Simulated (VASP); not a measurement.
# Ge in VASP: a series of runs

Runs on Ge. Level: PBE. Tasks: relaxation of cell and atoms, single point.

All numbers are computed with VASP 6.6.1; they aren't measurements. Logs are shortened: lines on timing, memory, paths and dates and some standing lists are left out, and cuts for length are marked.

## Step 1: The cell of the first run

The structure is cubic, space group Fd-3m (No. 227). The conventional cell has a = 5.742 Å, b = 5.742 Å, c = 5.742 Å, α = 90.00°, β = 90.00°, γ = 90.00°. Within 3.3 Å of Ge (site symmetry -43m) lie 4 Ge at 2.49 Å.

## Step 2: Relaxation of cell and atoms, PBE, target pressure 1 GPa, at which the enthalpy is minimised

Input file INCAR:

```
SYSTEM = Ge
ALGO = Normal ; EDIFF = 1E-7
EDIFFG = -0.008 ; ENCUT = 600
GGA = PE ; IBRION = 2
ISIF = 3 ; ISMEAR = 0
LASPH = .TRUE. ; LCHARG = .FALSE.
LREAL = .FALSE. ; LWAVE = .FALSE.
NELM = 80 ; NSW = 70
PREC = Accurate ; PSTRESS = 10.0
SIGMA = 0.1
```

Input file KPOINTS:

```
k-points
0
G
  12 12 12
  0 0 0
```

Input file POSCAR:

```
Ge
1.0
    0.0000000000      2.8708769996      2.8708769996
    2.8708769996      0.0000000000      2.8708769996
    2.8708769996      2.8708769996      0.0000000000
Ge
2
Direct
    0.5000000000      0.5000000000      0.5000000000
    0.7500000000      0.7500000000      0.7500000000
```

Potentials or basis: VASP PAW PBE potentials, release 64 (Ge_d).

Launch:

```sh
$ cat potpaw_PBE.64/Ge_d/POTCAR > POTCAR
$ mpirun -np 1 vasp_std > vasp.out
```

OUTCAR:

```text
SYSTEM = Ge
   EDIFF = 1E-7
   EDIFFG = -0.008
   ENCUT = 600
   GGA = PE
   IBRION = 2
   ISIF = 3
   ISMEAR = 0
   LASPH = .TRUE.
   LREAL = .FALSE.
   NELM = 80
   NSW = 70
   PREC = Accurate
   PSTRESS = 10.0

 ion  position               nearest neighbor table
   1  0.500  0.500  0.500-   2 2.49   2 2.49   2 2.49   2 2.49
   2  0.750  0.750  0.750-   1 2.49   1 2.49   1 2.49   1 2.49

  LATTYP: Found a face centered cubic cell.
 ALAT       =     5.7417539992

  Lattice vectors:

 A1 = (   0.0000000000,   2.8708769996,   2.8708769996)
 A2 = (   2.8708769996,   0.0000000000,   2.8708769996)
 A3 = (   2.8708769996,   2.8708769996,   0.0000000000)

Analysis of symmetry for initial positions (statically):
=====================================================================
 Subroutine PRICEL returns:
 Original cell was already a primitive cell.

 Routine SETGRP: Setting up the symmetry group for a
 face centered cubic supercell.

 Subroutine GETGRP returns: Found 48 space group operations
 (whereof 24 operations were pure point group operations)
 out of a pool of 48 trial point group operations.

The static configuration has the point symmetry T_d .
 The point group associated with its full space group is O_h .

Analysis of symmetry for dynamics (positions and initial velocities):
=====================================================================
 Subroutine PRICEL returns:
 Original cell was already a primitive cell.

 Routine SETGRP: Setting up the symmetry group for a
 face centered cubic supercell.

 Subroutine GETGRP returns: Found 48 space group operations
 (whereof 24 operations were pure point group operations)
 out of a pool of 48 trial point group operations.

The dynamic configuration has the point symmetry T_d .
 The point group associated with its full space group is O_h .

 Subroutine INISYM returns: Found 48 space group operations
 (whereof 24 operations are pure point group operations),
 and found     1 'primitive' translations

----------------------------------------------------------------------------------------

                                     Primitive cell

  volume of cell :      47.3232

  direct lattice vectors                    reciprocal lattice vectors
     0.000000000  2.870877000  2.870877000    -0.174162808  0.174162808  0.174162808
     2.870877000  0.000000000  2.870877000     0.174162808 -0.174162808  0.174162808
     2.870877000  2.870877000  0.000000000     0.174162808  0.174162808 -0.174162808

  length of vectors
     4.060033189  4.060033189  4.060033189     0.301658832  0.301658832  0.301658832

  position of ions in fractional coordinates (direct lattice)
     0.500000000  0.500000000  0.500000000
     0.750000000  0.750000000  0.750000000

  ion indices of the primitive-cell ions
   primitive index   ion index
                 1           1
                 2           2

----------------------------------------------------------------------------------------

 KPOINTS: k-points

Automatic generation of k-mesh.
 Grid dimensions read from file:
 generate k-points for:   12   12   12

 Generating k-lattice:

  Cartesian coordinates                     Fractional coordinates (reciprocal lattice)
    -0.014513567  0.014513567  0.014513567     0.083333333  0.000000000  0.000000000
     0.014513567 -0.014513567  0.014513567     0.000000000  0.083333333  0.000000000
     0.014513567  0.014513567 -0.014513567     0.000000000  0.000000000  0.083333333

  Length of vectors
     0.025138236  0.025138236  0.025138236

  Shift w.r.t. Gamma in fractional coordinates (k-lattice)
     0.000000000  0.000000000  0.000000000

 Subroutine IBZKPT returns following result:
 ===========================================

 Found     72 irreducible k-points:

 Following reciprocal coordinates:
            Coordinates               Weight
  0.000000  0.000000  0.000000      1.000000
  0.083333  0.000000  0.000000      8.000000
  0.166667  0.000000  0.000000      8.000000
  0.250000  0.000000  0.000000      8.000000
  0.333333  0.000000  0.000000      8.000000
  0.416667  0.000000  0.000000      8.000000
[... 16 lines left out ...]
  0.500000  0.166667  0.000000     24.000000
 -0.416667  0.166667  0.000000     24.000000
 [... further k-points ...]
   k-points           NKPTS =     72   k-points in BZ     NKDIM =     72   number of bands    NBANDS=     18
   number of dos      NEDOS =    301   number of ions     NIONS =      2
   total plane-waves  NPLWV =  32768
   dimension x,y,z NGX =    32 NGY =   32 NGZ =   32
   dimension x,y,z NGXF=    64 NGYF=   64 NGZF=   64
   ions per type =               2
   NGX,Y,Z   is equivalent  to a cutoff of  13.10, 13.10, 13.10 a.u.
   NGXF,Y,Z  is equivalent  to a cutoff of  26.21, 26.21, 26.21 a.u.
 SYSTEM =  Ge
   PREC   = accura    normal or accurate (medium, high low for compatibility)
   ISTART =      0    job   : 0-new  1-cont  2-samecut
   ICHARG =      2    charge: 1-file 2-atom 10-const
   ISPIN  =      1    spin polarized calculation?
   LNONCOLLINEAR =      F non collinear calculations
   LSORBIT =      F    spin-orbit coupling
   LASPH  =      T    aspherical Exc in radial PAW
   ENCUT  =  600.0 eV  44.10 Ry    6.64 a.u.   8.11  8.11  8.11*2*pi/ulx,y,z
   NELM   =     80;   NELMIN=  2; NELMDL= -5     # of ELM steps
   EDIFF  = 0.1E-06   stopping-criterion for ELM
   LREAL  =      F    real-space projection
   EDIFFG = -.8E-02   stopping-criterion for IOM
   NSW    =     70    number of steps for IOM
   IBRION =      2    ionic relax: 0-MD 1-quasi-New 2-CG
   NFREE  =      1    steps in history (QN), initial steepest desc. (CG)
   ISIF   =      3    stress and relaxation
   ISYM   =      2    0-nonsym 1-usesym 2-fastsym
   POTIM  = 0.5000    time-step for ionic-motion
   TEBEG  =    0.0;   TEEND  =   0.0 temperature during run
   PSTRESS=   10.0 pullay stress
   NELECT =      28.0000    total number of electrons
   NUPDOWN=      -1.0000    fix difference up-down
   EMIN   =  10.00;   EMAX   =-10.00  energy-range for DOS
   EFERMI =   0.00;   METHOD = LEGACY
   ISMEAR =     0;   SIGMA  =   0.10  broadening in eV -4-tet -1-fermi 0-gaus
   EFERMI_NEDOS =   21; number of points for ismear=-14 and -15
   IALGO  =     38    algorithm
   IMIX   =      4    mixing-type and parameters
     AMIX     =   0.40;   BMIX     =  1.00
     AMIX_MAG =   1.60;   BMIX_MAG =  1.00
  volume/ion in A,a.u.               =      23.66       159.68
  Fermi-wavevector in a.u.,A,eV,Ry     =   1.374368  2.597178 25.699860  1.888886
  Thomas-Fermi vector in A             =   2.499801
   LORBIT       =      0    0 simple, 1 ext, 2 COOP (PROOUT), +10 PAW based schemes
   GGA     = PE    functional components
   LHFCALC =     F    Hartree Fock is set to
   AEXX    =    0.0000 exact exchange contribution
   IVDW    =     0    specifies the selected vdW correction
   LEPSILON=     F    determine dielectric tensor
   LRPA    =     F    only Hartree local field effects (RPA)
 conjugate gradient relaxation of ions
 non-spin polarized calculation
 Gauss-broadening in eV      SIGMA  =   0.10
  energy-cutoff  :      600.00
  volume of cell :       47.32
 maximum number of plane-waves:      1604
   NGX = 17   NGY = 17   NGZ = 17

--------------------------------------- Ionic step        1  -------------------------------------------

 number of electron      28.0000024 magnetization

 Free energy of the ion-electron system (eV)
  ---------------------------------------------------
  ext. energy  EPLUGINS =         0.00000000
  ---------------------------------------------------
  free energy    TOTEN  =        -9.03543303 eV

  energy without entropy =       -9.03508230  energy(sigma->0) =       -9.03525767

 E-fermi :   4.5627     XC(G=0):  -9.7170

 val. band max:        4.4144229397   @ k =   0.0833   0.0000   0.0000
 cond. band min:       4.5710347096   @ k =   0.0000   0.0000   0.0000
 fundamental gap:      0.1566117699
 Fermi energy:         4.5627399733

 k-point     1 :       0.0000    0.0000    0.0000
  band No.  band energies     occupation
      1     -20.1865      2.00000
      2     -20.1865      2.00000
      3     -20.1865      2.00000
      4     -20.1536      2.00000
      5     -20.1536      2.00000
      6     -19.9658      2.00000
[... 10 lines left out ...]
     17       7.1055      0.00000
     18       7.1055      0.00000

 k-point     2 :       0.0833    0.0000    0.0000
  band No.  band energies     occupation
      1     -20.1902      2.00000
      2     -20.1902      2.00000
      3     -20.1854      2.00000
      4     -20.1485      2.00000
      5     -20.1485      2.00000
      6     -19.9724      2.00000
[... 10 lines left out ...]
     17       7.3163      0.00000
     18       7.4491      0.00000

 k-point     3 :       0.1667    0.0000    0.0000
  band No.  band energies     occupation
      1     -20.1969      2.00000
      2     -20.1969      2.00000
      3     -20.1826      2.00000
      4     -20.1383      2.00000
      5     -20.1383      2.00000
      6     -19.9818      2.00000
[... 496 lines left out ...]
  FORCE on cell =-STRESS in cart. coord.  units (eV):
  Direction    XX          YY          ZZ          XY          YZ          ZX
  --------------------------------------------------------------------------------------
  -------------------------------------------------------------------------------------
  Total        0.3327120      0.3327120      0.3327120     -0.0000000      0.0000000     -0.0000000
  in kB       11.3631235     11.3631235     11.3631235     -0.0000000      0.0000000     -0.0000000
  external PRESSURE =       1.3631235 kB  Pullay stress =      10.0000000 kB

 VOLUME and BASIS-vectors are now :
 -----------------------------------------------------------------------------
  energy-cutoff  :      600.00
  volume of cell :       46.91
      direct lattice vectors                 reciprocal lattice vectors
    -0.000000000  2.862532713  2.862532713    -0.174670493  0.174670493  0.174670493
     2.862532713  0.000000000  2.862532713     0.174670493 -0.174670493  0.174670493
     2.862532713  2.862532713  0.000000000     0.174670493  0.174670493 -0.174670493

 POSITION                                       TOTAL-FORCE (eV/Angst)
 -----------------------------------------------------------------------------------
      2.86253      2.86253      2.86253        -0.000000     -0.000000     -0.000000
      4.29380      4.29380      4.29380         0.000000      0.000000      0.000000
 -----------------------------------------------------------------------------------
    total drift:                               -0.000000     -0.000000      0.000000

  FREE ENERGIE OF THE ION-ELECTRON SYSTEM (eV)
  ---------------------------------------------------
  free  energy   TOTEN  =        -9.0332226729 eV

  energy  without entropy=       -9.0329394833  energy(sigma->0) =       -9.03308108

  enthalpy is  TOTEN    =        -8.7404228642 eV   P V=        0.2927998086

--------------------------------------- Ionic step        3  -------------------------------------------

 number of electron      28.0000027 magnetization

 Free energy of the ion-electron system (eV)
  ---------------------------------------------------
  ext. energy  EPLUGINS =         0.00000000
  ---------------------------------------------------
  free energy    TOTEN  =        -9.03389100 eV

  energy without entropy =       -9.03359237  energy(sigma->0) =       -9.03374169

 E-fermi :   4.6322     XC(G=0):  -9.7478

 val. band max:        4.4745627608   @ k =   0.0833   0.0000   0.0000
 cond. band min:       4.6326610253   @ k =   0.0000   0.0000   0.0000
 fundamental gap:      0.1580982646
 Fermi energy:         4.6322137329

 k-point     1 :       0.0000    0.0000    0.0000
  band No.  band energies     occupation
      1     -20.1328      2.00000
      2     -20.1328      2.00000
      3     -20.1328      2.00000
      4     -20.0995      2.00000
      5     -20.0995      2.00000
      6     -19.9084      2.00000
[... 10 lines left out ...]
     17       7.1704      0.00000
     18       7.1704      0.00000

 k-point     2 :       0.0833    0.0000    0.0000
  band No.  band energies     occupation
      1     -20.1366      2.00000
      2     -20.1366      2.00000
      3     -20.1318      2.00000
      4     -20.0943      2.00000
      5     -20.0943      2.00000
      6     -19.9150      2.00000
[... 10 lines left out ...]
     17       7.3829      0.00000
     18       7.5209      0.00000

 k-point     3 :       0.1667    0.0000    0.0000
  band No.  band energies     occupation
      1     -20.1435      2.00000
      2     -20.1435      2.00000
      3     -20.1289      2.00000
      4     -20.0839      2.00000
      5     -20.0839      2.00000
      6     -19.9246      2.00000
[... 458 lines left out ...]
  FORCE on cell =-STRESS in cart. coord.  units (eV):
  Direction    XX          YY          ZZ          XY          YZ          ZX
  --------------------------------------------------------------------------------------
  -------------------------------------------------------------------------------------
  Total        0.3027309      0.3027309      0.3027309     -0.0000000      0.0000000     -0.0000000
  in kB       10.3171626     10.3171626     10.3171626     -0.0000000      0.0000000     -0.0000000
  external PRESSURE =       0.3171626 kB  Pullay stress =      10.0000000 kB

 VOLUME and BASIS-vectors are now :
 -----------------------------------------------------------------------------
  energy-cutoff  :      600.00
  volume of cell :       47.01
      direct lattice vectors                 reciprocal lattice vectors
    -0.000000000  2.864567201  2.864567201    -0.174546438  0.174546438  0.174546438
     2.864567201  0.000000000  2.864567201     0.174546438 -0.174546438  0.174546438
     2.864567201  2.864567201  0.000000000     0.174546438  0.174546438 -0.174546438

 POSITION                                       TOTAL-FORCE (eV/Angst)
 -----------------------------------------------------------------------------------
      2.86457      2.86457      2.86457         0.000000      0.000000     -0.000000
      4.29685      4.29685      4.29685        -0.000000     -0.000000      0.000000
 -----------------------------------------------------------------------------------
    total drift:                               -0.000000     -0.000000      0.000000

  FREE ENERGIE OF THE ION-ELECTRON SYSTEM (eV)
  ---------------------------------------------------
  free  energy   TOTEN  =        -9.0338910033 eV

  energy  without entropy=       -9.0335923735  energy(sigma->0) =       -9.03374169

  enthalpy is  TOTEN    =        -8.7404664459 eV   P V=        0.2934245574

 reached required accuracy - stopping structural energy minimisation
```

Run time: 98 s. Hardware: 1 thread of Intel Xeon Platinum 8259CL at 2.50GHz (Skylake/Cascade Lake), shared host; peak memory 0.22 GiB.

What came out:

| Quantity | Value |
| --- | --- |
| Free energy | -9.0339 eV |
| Relaxed volume | 23.51 Å³/atom |
| Relaxed cell | a = 4.051 Å, b = 4.051 Å, c = 4.051 Å, α = 60.00°, β = 60.00°, γ = 60.00° |
| Space group after relaxing (to 0.1 Å) | Fd-3m (No. 227) |
| Energy change on relaxing (the run minimises the enthalpy) | +0.8 meV/atom |
| Ionic steps | 3 |
| Pressure after relaxing | 1.0 GPa |
| Band gap on the k mesh | zero (filled and empty bands touch) |

Step by step:
```tsv
step	energy change (eV)	largest force (eV/Å)	pressure (GPa)	volume (Å³)
1	0.0000	0.0000	0.59	47.32
2	0.0022	0.0000	1.14	46.91
3	0.0015	0.0000	1.03	47.01
```

Final structure:
```
Ge
1.0
     0.00000    2.86457    2.86457
     2.86457    0.00000    2.86457
     2.86457    2.86457    0.00000
Ge
2
Direct
  0.50000 0.50000 0.50000
  0.75000 0.75000 0.75000
```

Levels at points of the mesh, in eV from the Fermi level:
```csv
k point,band 12,band 13,band 14,band 15,band 16,band 17
"(0.00, 0.00, 0.00)",-0.30,0.00,0.00,0.00,2.54,2.54
"(0.50, 0.00, 0.00)",-7.43,-1.35,-1.35,0.07,3.73,3.73
"(0.50, 0.50, 0.00)",-8.75,-2.94,-2.94,0.80,0.80,9.21
```

Caveat: the cell is relaxed towards a set pressure, so the run minimises the enthalpy, not the energy; semilocal functionals underestimate gaps, and a narrow one can read as zero.

## Step 3: Relaxation of cell and atoms, PBE, target pressure -1 GPa, at which the enthalpy is minimised

This run uses another cell than the first one, of 24.13 Å³/atom.

Input file INCAR:

```
SYSTEM = Ge
PREC = Accurate
ENCUT = 600
EDIFF = 1E-7
ISMEAR = 0
SIGMA = 0.1
LREAL = .FALSE.
LASPH = .TRUE.
NELM = 80
ALGO = Normal
ISIF = 3
LWAVE = .FALSE.
LCHARG = .FALSE.
GGA = PE
IBRION = 2
NSW = 70
EDIFFG = -0.008
PSTRESS = -10.0
```

Input file KPOINTS:

```
regular mesh
0
G
  12 12 12
  0 0 0
```

Input file POSCAR:

```
Ge
1.0
    0.0000000000      2.8897014609      2.8897014609
    2.8897014609      0.0000000000      2.8897014609
    2.8897014609      2.8897014609      0.0000000000
Ge
2
Direct
    0.5000000000      0.5000000000      0.5000000000
    0.7500000000      0.7500000000      0.7500000000
```

Potentials or basis: VASP PAW PBE potentials, release 64 (Ge_d).

Launch:

```sh
$ cat potpaw_PBE.64/Ge_d/POTCAR > POTCAR
$ mpirun -np 1 vasp_std > vasp.out
```

Wall time 1.7 min (1 thread of Intel Xeon Platinum 8259CL at 2.50GHz (Skylake/Cascade Lake), shared host); peak memory 0.24 GiB.

It converged, with:

```yaml
Free_energy: -9.0331 eV
Relaxed_volume: 24.36 Å³/atom
Relaxed_cell: a = 4.100 Å, b = 4.100 Å, c = 4.100 Å, α = 60.00°, β = 60.00°, γ = 60.00°
Space_group_after_relaxing_to_0.1_Å: Fd-3m (No. 227)
Energy_change_on_relaxing_the_run_minimises_the_enthalpy: +1.2 meV/atom
Ionic_steps: 2
Pressure_after_relaxing: -1.0 GPa
Band_gap_on_the_k_mesh: zero (bands 14 and 15 overlap by 0.03 eV)
```

The path:
| step | energy change (eV) | largest force (eV/Å) | pressure (GPa) | volume (Å³) |
| --- | --- | --- | --- | --- |
| 1 | 0.0000 | 0.0000 | -0.56 | 48.26 |
| 2 | 0.0024 | 0.0000 | -0.96 | 48.73 |

Final structure:
```
Ge
1.0
     0.00000    2.89898    2.89898
     2.89898    0.00000    2.89898
     2.89898    2.89898    0.00000
Ge
2
Direct
  0.50000 0.50000 0.50000
  0.75000 0.75000 0.75000
```

Levels at points of the mesh, in eV from the Fermi level:
| k point | band 12 | band 13 | band 14 | band 15 | band 16 | band 17 |
| --- | --- | --- | --- | --- | --- | --- |
| (0.00, 0.00, 0.00) | -0.58 | 0.04 | 0.04 | 0.04 | 2.56 | 2.56 |
| (0.50, 0.00, 0.00) | -7.24 | -1.25 | -1.25 | 0.01 | 3.75 | 3.75 |
| (0.50, 0.50, 0.00) | -8.58 | -2.78 | -2.78 | 0.88 | 0.88 | 8.96 |

Caveat: the cell is relaxed towards a set pressure, so the run minimises the enthalpy, not the energy; semilocal functionals underestimate gaps, and a narrow one can read as zero.

[end of part 1 of 2]

The gap in the log of VASP goes by the Fermi energy; the results here count the filled bands.